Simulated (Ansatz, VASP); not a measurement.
One calculation of InSb, two programs

INCAR

```
SYSTEM = InSb
ALGO     = Normal         ! electronic algorithm
EDIFF    = 1E-6           ! SCF threshold, eV
ENCUT    = 520            ! plane-wave cutoff, eV
GGA      = PE             ! functional
ISIF     = 2              ! what is computed and relaxed
ISMEAR   = -1             ! smearing method
LASPH    = .TRUE.         ! aspherical terms in the spheres
LCHARG   = .FALSE.        ! write CHGCAR
LREAL    = .FALSE.        ! projectors in reciprocal space
LWAVE    = .FALSE.        ! write WAVECAR
NBANDS   = 16             ! bands
NELM     = 60             ! most SCF steps
PREC     = Accurate       ! precision mode
SIGMA    = 0.05           ! smearing width, eV
```

File KPOINTS:

```
k-points
0
G
  11 11 11
  0 0 0
```

POSCAR

```
InSb
1.0
    0.0000000000      2.7560759953      2.7560759953
    2.7560759953      0.0000000000      2.7560759953
    2.7560759953      2.7560759953      0.0000000000
In Sb
1 1
Direct
    0.0000000000      0.0000000000      0.0000000000
    0.5000000000      0.5000000000      0.5000000000
```

Input for Ansatz:

```yaml
crystal:
  lattice:
    - [0.0, 2.7560759953, 2.7560759953]
    - [2.7560759953, 0.0, 2.7560759953]
    - [2.7560759953, 2.7560759953, 0.0]
  atoms:
    - { symbol: In, position: [0.0, 0.0, 0.0] }
    - { symbol: Sb, position: [0.5, 0.5, 0.5] }
kpoints:
  mp_grid: { grid: [11, 11, 11] }
scf:
  occupations: { method: fermi_dirac, width: 0.05 }
hamiltonian:
  xc: pbe
  pseudopotentials: { kind: all_electron, lapw: { basis_error: 0.001 } }
output:
  forces: true
  stress: true
  eigenvalues: true
  populations: true
```

Change from the starting cell: volume scaled by 0.72, LAPW.

Alike in both runs: task single point; functional PBE; k mesh 11 × 11 × 11; occupations fermi-dirac, width 0.05 eV; no spin polarisation.

|  | VASP | Ansatz |
| --- | --- | --- |
| version | VASP 6.6.1 | Ansatz 0.2.0 |
| potentials or method | VASP PAW PBE potentials, release 64 (In_d, Sb), cutoff 520 eV | all-electron LAPW, scalar-relativistic |

VASP gave:

| Property | Result |
| --- | --- |
| pressure (GPa) | 35.0 |

Task: What did Ansatz give for the same quantities?

Result: Pressure (GPa): 34.9.

Both programs put the cell under a high pressure, so it lies far from rest at this level. Ansatz ran all-electron here, and VASP with PAW potentials.

Neither program's run includes spin-orbit coupling.
